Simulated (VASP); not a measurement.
# Al3BN2 (Cmmm) in VASP: single point with PBE

Aim: the single point of Al3BN2 with PBE.

Program: VASP 6.6.1. These are calculated values, not measurements. Logs are shortened: lines on timing, memory, paths and dates and some standing lists are left out, and cuts for length are marked.

### 1 The cell of the first run

It takes space group Cmmm (No. 65, orthorhombic). The conventional cell has a = 4.839 Å, b = 5.361 Å, c = 6.973 Å, α = 90.00°, β = 90.00°, γ = 90.00°. Within 2.7 Å of Al (site symmetry mm2) lie 1 B at 2.05 Å and 2 N at 2.44 Å. Within 3.7 Å of Al (site symmetry mmm) lie 12 Al at 2.81 to 3.61 Å. B (site symmetry mmm) has 2 N at 1.33 Å within 1.8 Å. Within 1.8 Å of N (site symmetry m2m) lie 1 B at 1.33 Å.

### 2 Single point, PBE

INCAR

```
SYSTEM = Al3BN2
PREC     = Accurate       ! precision mode
ENCUT    = 600            ! plane-wave cutoff, eV
EDIFF    = 1E-6           ! SCF threshold, eV
ISMEAR   = 0              ! smearing method
SIGMA    = 0.15           ! smearing width, eV
LREAL    = .FALSE.        ! projectors in reciprocal space
LASPH    = .TRUE.         ! aspherical terms in the spheres
NELM     = 120            ! most SCF steps
ALGO     = Normal         ! electronic algorithm
ISIF     = 2              ! what is computed and relaxed
LWAVE    = .FALSE.        ! write WAVECAR
LCHARG   = .TRUE.         ! write CHGCAR
GGA      = PE             ! functional
LELF     = .TRUE.         ! ELF
LVHAR    = .TRUE.       
NBANDS   = 20             ! bands
GGA_COMPAT= .FALSE.
```

KPOINTS

```
Automatic mesh
0
G
  3 3 2
  0 0 0
```

POSCAR

```
Al3BN2
1.0
    2.4196997655     -2.6804602608      0.0000000000
    2.4196997655      2.6804602608      0.0000000000
    0.0000000000      0.0000000000      6.9725280074
Al B N
3 1 2
Direct
    0.5000000000      0.5000000000      0.2058497086
    0.5000000000      0.5000000000      0.7941502914
    0.0000000000      0.0000000000      0.0000000000
    0.5000000000      0.5000000000      0.5000000000
    0.2521403616      0.7478596384      0.5000000000
    0.7478596384      0.2521403616      0.5000000000
```

Potentials or basis: VASP PAW PBE potentials, release 64 (Al, B, N).

Command:

```console
$ cat potpaw_PBE.64/Al/POTCAR potpaw_PBE.64/B/POTCAR potpaw_PBE.64/N/POTCAR > POTCAR
$ mpirun -np 1 vasp_std > vasp.out
```

OUTCAR:

```text
SYSTEM = Al3BN2
   PREC = Accurate
   ENCUT = 600
   EDIFF = 1E-6
   ISMEAR = 0
   LREAL = .FALSE.
   LASPH = .TRUE.
   NELM = 120
   ISIF = 2
   GGA = PE

 ion  position               nearest neighbor table
   1  0.500  0.500  0.206-   4 2.05   5 2.44   6 2.44   3 2.81   3 2.81   2 2.87   3 3.04   3 3.04

   2  0.500  0.500  0.794-   4 2.05   5 2.44   6 2.44   3 2.81   3 2.81   1 2.87   3 3.04   3 3.04

   3  0.000  0.000  0.000-   1 2.81   2 2.81   1 2.81   2 2.81   1 3.04   2 3.04   1 3.04   2 3.04

   4  0.500  0.500  0.500-   5 1.33   6 1.33   1 2.05   2 2.05
   5  0.252  0.748  0.500-   4 1.33   2 2.44   1 2.44
   6  0.748  0.252  0.500-   4 1.33   2 2.44   1 2.44

  LATTYP: Found a base centered orthorhombic cell.
 ALAT       =     4.8393995310
 B/A-ratio  =     1.1077656406
 C/A-ratio  =     1.4407837094

  Lattice vectors:

 A1 = (   2.4196997655,  -2.6804602608,   0.0000000000)
 A2 = (   2.4196997655,   2.6804602608,   0.0000000000)
 A3 = (   0.0000000000,   0.0000000000,   6.9725280074)

Analysis of symmetry for initial positions (statically):
=====================================================================
 Subroutine PRICEL returns:
 Original cell was already a primitive cell.

 Routine SETGRP: Setting up the symmetry group for a
 base centered orthorhombic supercell.

 Subroutine GETGRP returns: Found  8 space group operations
 (whereof  8 operations were pure point group operations)
 out of a pool of  8 trial point group operations.

The static configuration has the point symmetry D_2h.

Analysis of symmetry for dynamics (positions and initial velocities):
=====================================================================
 Subroutine PRICEL returns:
 Original cell was already a primitive cell.

 Routine SETGRP: Setting up the symmetry group for a
 base centered orthorhombic supercell.

 Subroutine GETGRP returns: Found  8 space group operations
 (whereof  8 operations were pure point group operations)
 out of a pool of  8 trial point group operations.

The dynamic configuration has the point symmetry D_2h.

 Subroutine INISYM returns: Found  8 space group operations
 (whereof  8 operations are pure point group operations),
 and found     1 'primitive' translations

----------------------------------------------------------------------------------------

                                     Primitive cell

  volume of cell :      90.4464

  direct lattice vectors                    reciprocal lattice vectors
     2.419699765 -2.680460261  0.000000000     0.206637206 -0.186535129  0.000000000
     2.419699765  2.680460261  0.000000000     0.206637206  0.186535129  0.000000000
     0.000000000  0.000000000  6.972528007     0.000000000  0.000000000  0.143420005

  length of vectors
     3.611068286  3.611068286  6.972528007     0.278377961  0.278377961  0.143420005

  position of ions in fractional coordinates (direct lattice)
     0.500000000  0.500000000  0.205849709
     0.500000000  0.500000000  0.794150291
     0.000000000  0.000000000  0.000000000
     0.500000000  0.500000000  0.500000000
     0.252140362  0.747859638  0.500000000
     0.747859638  0.252140362  0.500000000

  ion indices of the primitive-cell ions
   primitive index   ion index
                 1           1
                 2           2
                 3           3
                 4           4
                 5           5
                 6           6

----------------------------------------------------------------------------------------

 KPOINTS: Automatic mesh

Automatic generation of k-mesh.
 Grid dimensions read from file:
 generate k-points for:    3    3    2

 Generating k-lattice:

  Cartesian coordinates                     Fractional coordinates (reciprocal lattice)
     0.068879069 -0.062178376  0.000000000     0.333333333  0.000000000  0.000000000
     0.068879069  0.062178376  0.000000000     0.000000000  0.333333333  0.000000000
     0.000000000  0.000000000  0.071710002     0.000000000  0.000000000  0.500000000

  Length of vectors
     0.092792654  0.092792654  0.071710002

  Shift w.r.t. Gamma in fractional coordinates (k-lattice)
     0.000000000  0.000000000  0.000000000

 Subroutine IBZKPT returns following result:
 ===========================================

 Found      8 irreducible k-points:

 Following reciprocal coordinates:
            Coordinates               Weight
  0.000000  0.000000  0.000000      1.000000
  0.333333  0.000000  0.000000      4.000000
  0.333333  0.333333  0.000000      2.000000
 -0.333333  0.333333  0.000000      2.000000
  0.000000  0.000000  0.500000      1.000000
  0.333333  0.000000  0.500000      4.000000
  0.333333  0.333333  0.500000      2.000000
 -0.333333  0.333333  0.500000      2.000000
   k-points           NKPTS =      8   k-points in BZ     NKDIM =      8   number of bands    NBANDS=     20
   number of dos      NEDOS =    301   number of ions     NIONS =      6
   total plane-waves  NPLWV =  50400
   dimension x,y,z NGX =    30 NGY =   30 NGZ =   56
   dimension x,y,z NGXF=    60 NGYF=   60 NGZF=  112
   ions per type =               3   1   2
   NGX,Y,Z   is equivalent  to a cutoff of  13.81, 13.81, 13.35 a.u.
   NGXF,Y,Z  is equivalent  to a cutoff of  27.62, 27.62, 26.70 a.u.
 SYSTEM =  Al3BN2
   PREC   = accura    normal or accurate (medium, high low for compatibility)
   ISTART =      0    job   : 0-new  1-cont  2-samecut
   ICHARG =      2    charge: 1-file 2-atom 10-const
   ISPIN  =      1    spin polarized calculation?
   LNONCOLLINEAR =      F non collinear calculations
   LSORBIT =      F    spin-orbit coupling
   LASPH  =      T    aspherical Exc in radial PAW
   ENCUT  =  600.0 eV  44.10 Ry    6.64 a.u.   7.21  7.21 13.93*2*pi/ulx,y,z
   NELM   =    120;   NELMIN=  2; NELMDL= -5     # of ELM steps
   EDIFF  = 0.1E-05   stopping-criterion for ELM
   LREAL  =      F    real-space projection
   EDIFFG = 0.1E-04   stopping-criterion for IOM
   NSW    =      0    number of steps for IOM
   IBRION =     -1    ionic relax: 0-MD 1-quasi-New 2-CG
   NFREE  =      0    steps in history (QN), initial steepest desc. (CG)
   ISIF   =      2    stress and relaxation
   ISYM   =      2    0-nonsym 1-usesym 2-fastsym
   POTIM  = 0.5000    time-step for ionic-motion
   TEBEG  =    0.0;   TEEND  =   0.0 temperature during run
   PSTRESS=    0.0 pullay stress
   NELECT =      22.0000    total number of electrons
   NUPDOWN=      -1.0000    fix difference up-down
   EMIN   =  10.00;   EMAX   =-10.00  energy-range for DOS
   EFERMI =   0.00;   METHOD = LEGACY
   ISMEAR =     0;   SIGMA  =   0.15  broadening in eV -4-tet -1-fermi 0-gaus
   EFERMI_NEDOS =   21; number of points for ismear=-14 and -15
   IALGO  =     38    algorithm
   IMIX   =      4    mixing-type and parameters
     AMIX     =   0.40;   BMIX     =  1.00
     AMIX_MAG =   1.60;   BMIX_MAG =  1.00
  volume/ion in A,a.u.               =      15.07       101.73
  Fermi-wavevector in a.u.,A,eV,Ry     =   1.021924  1.931157 14.208960  1.044329
  Thomas-Fermi vector in A             =   2.155575
   LORBIT       =      0    0 simple, 1 ext, 2 COOP (PROOUT), +10 PAW based schemes
   GGA     = PE    functional components
   LHFCALC =     F    Hartree Fock is set to
   AEXX    =    0.0000 exact exchange contribution
   IVDW    =     0    specifies the selected vdW correction
   LEPSILON=     F    determine dielectric tensor
   LRPA    =     F    only Hartree local field effects (RPA)
 non-spin polarized calculation
 Gauss-broadening in eV      SIGMA  =   0.15
  energy-cutoff  :      600.00
  volume of cell :       90.45
 maximum number of plane-waves:      3052
 NGX is ok and might be reduce to    30
   NGX = 15   NGY = 15   NGZ = 27

 number of electron      21.9999999 magnetization

 Free energy of the ion-electron system (eV)
  ---------------------------------------------------
  ext. energy  EPLUGINS =         0.00000000
  ---------------------------------------------------
  free energy    TOTEN  =       -30.42920026 eV

  energy without entropy =      -30.40990186  energy(sigma->0) =      -30.41955106

 E-fermi :   4.7656     XC(G=0):  -9.6011

 val. band max:        4.7588862790   @ k =  -0.3333   0.3333   0.0000
 cond. band min:       4.7744020311   @ k =  -0.3333   0.3333   0.5000
 fundamental gap:      0.0155157522
 Fermi energy:         4.7656278689

 k-point     1 :       0.0000    0.0000    0.0000
  band No.  band energies     occupation
      1     -11.8016      2.00000
      2      -9.3632      2.00000
      3      -4.1869      2.00000
      4      -3.0276      2.00000
      5       0.4893      2.00000
      6       1.6854      2.00000
[... 12 lines left out ...]
     19      11.1062      0.00000
     20      11.4068      0.00000

 k-point     2 :       0.3333    0.0000    0.0000
  band No.  band energies     occupation
      1     -11.2948      2.00000
      2      -9.9201      2.00000
      3      -2.9769      2.00000
      4      -2.2711      2.00000
      5      -0.2387      2.00000
      6       0.9976      2.00000
[... 12 lines left out ...]
     19      10.7229      0.00000
     20      11.7526      0.00000

 k-point     3 :       0.3333    0.3333    0.0000
  band No.  band energies     occupation
      1     -10.7007      2.00000
      2     -10.3835      2.00000
      3      -1.6055      2.00000
      4      -1.5688      2.00000
      5      -1.3423      2.00000
      6       0.7761      2.00000
[... 12 lines left out ...]
     19      10.5262      0.00000
     20      11.2651      0.00000

 k-point     4 :      -0.3333    0.3333    0.0000
  band No.  band energies     occupation
      1     -11.0816      2.00000
      2      -9.9187      2.00000
      3      -2.1067      2.00000
      4      -1.6357      2.00000
      5      -0.7042      2.00000
      6      -0.1739      2.00000
[... 12 lines left out ...]
     19      10.9119      0.00000
     20      11.4091      0.00000

 k-point     5 :       0.0000    0.0000    0.5000
  band No.  band energies     occupation
      1     -11.7968      2.00000
      2      -9.3631      2.00000
      3      -4.7202      2.00000
      4      -1.4052      2.00000
      5       0.0225      2.00000
      6       0.4974      2.00000
[... 12 lines left out ...]
     19      10.1046      0.00000
     20      11.0744      0.00000

 k-point     6 :       0.3333    0.0000    0.5000
  band No.  band energies     occupation
      1     -11.2914      2.00000
      2      -9.9196      2.00000
      3      -3.5817      2.00000
      4      -0.9270      2.00000
      5      -0.1381      2.00000
      6       0.6442      2.00000
[... 12 lines left out ...]
     19      10.2310      0.00000
     20      11.6080      0.00000

 k-point     7 :       0.3333    0.3333    0.5000
  band No.  band energies     occupation
      1     -10.6983      2.00000
      2     -10.3831      2.00000
      3      -2.3782      2.00000
      4      -1.3515      2.00000
      5      -0.1898      2.00000
      6       0.6065      2.00000
[... 12 lines left out ...]
     19      11.2075      0.00000
     20      12.2526      0.00000

 k-point     8 :      -0.3333    0.3333    0.5000
  band No.  band energies     occupation
      1     -11.0796      2.00000
      2      -9.9179      2.00000
      3      -2.6902      2.00000
      4      -0.6651      2.00000
      5      -0.4730      2.00000
      6      -0.4399      2.00000
[... 12 lines left out ...]
     19      11.4540      0.00000
     20      11.5064      0.00000

------------------------ aborting loop because EDIFF is reached ----------------------------------------

  FORCE on cell =-STRESS in cart. coord.  units (eV):
  Direction    XX          YY          ZZ          XY          YZ          ZX
  --------------------------------------------------------------------------------------
  -------------------------------------------------------------------------------------
  Total        0.0936204      0.1800167      0.1091947     -0.0000000      0.0000000      0.0000000
  in kB        1.6584027      3.1888366      1.9342882     -0.0000000      0.0000000      0.0000000
  external PRESSURE =       2.2605092 kB  Pullay stress =       0.0000000 kB

 VOLUME and BASIS-vectors are now :
 -----------------------------------------------------------------------------
  energy-cutoff  :      600.00
  volume of cell :       90.45
      direct lattice vectors                 reciprocal lattice vectors
     2.419699765 -2.680460261  0.000000000     0.206637206 -0.186535129  0.000000000
     2.419699765  2.680460261  0.000000000     0.206637206  0.186535129  0.000000000
     0.000000000  0.000000000  6.972528007     0.000000000  0.000000000  0.143420005

 POSITION                                       TOTAL-FORCE (eV/Angst)
 -----------------------------------------------------------------------------------
      2.41970      0.00000      1.43529        -0.000000      0.000000     -0.016233
      2.41970      0.00000      5.53724        -0.000000      0.000000      0.016233
      0.00000      0.00000      0.00000         0.000000      0.000000      0.000000
      2.41970      0.00000      3.48626         0.000000      0.000000      0.000000
      2.41970      1.32876      3.48626         0.000000      0.062424      0.000000
      2.41970     -1.32876      3.48626         0.000000     -0.062424      0.000000
 -----------------------------------------------------------------------------------
    total drift:                               -0.000000     -0.000000     -0.000000

  FREE ENERGIE OF THE ION-ELECTRON SYSTEM (eV)
  ---------------------------------------------------
  free  energy   TOTEN  =       -30.4292002576 eV

  energy  without entropy=      -30.4099018585  energy(sigma->0) =      -30.41955106
```

It took 31 s on 1 thread of Intel Xeon 8259CL, shared host; peak memory 0.21 GiB.

What came out:

```
Free energy            : -30.4292 eV
Pressure               : 0.2 GPa
Largest force          : 0.062 eV/Å
Band gap on the k mesh : zero (band 11 reaches 5.32 eV, above the bottom of band 12 at 4.76 eV)
```

Forces in eV/Å, atoms in the order of the input:
```
Al   0.000  0.000 -0.016
Al   0.000  0.000  0.016
Al   0.000  0.000  0.000
B    0.000  0.000  0.000
N    0.000  0.062  0.000
N    0.000 -0.062  0.000
```

Stress tensor (GPa, compression positive):
```
0.17 0.00 0.00
0.00 0.32 0.00
0.00 0.00 0.19
```

Levels at points of the mesh, in eV from the Fermi level:
```
           k point  band 8  band 9  band 10  band 11  band 12  band 13  band 14  band 15
(0.00, 0.00, 0.00)   -2.19   -1.36    -1.05     0.34     0.75     1.75     2.72     3.51
(0.00, 0.00, 0.50)   -2.18   -1.43    -0.97     0.56     2.15     2.36     3.32     3.59
```

Caveat: the k points lie up to 0.58 Å⁻¹ apart.
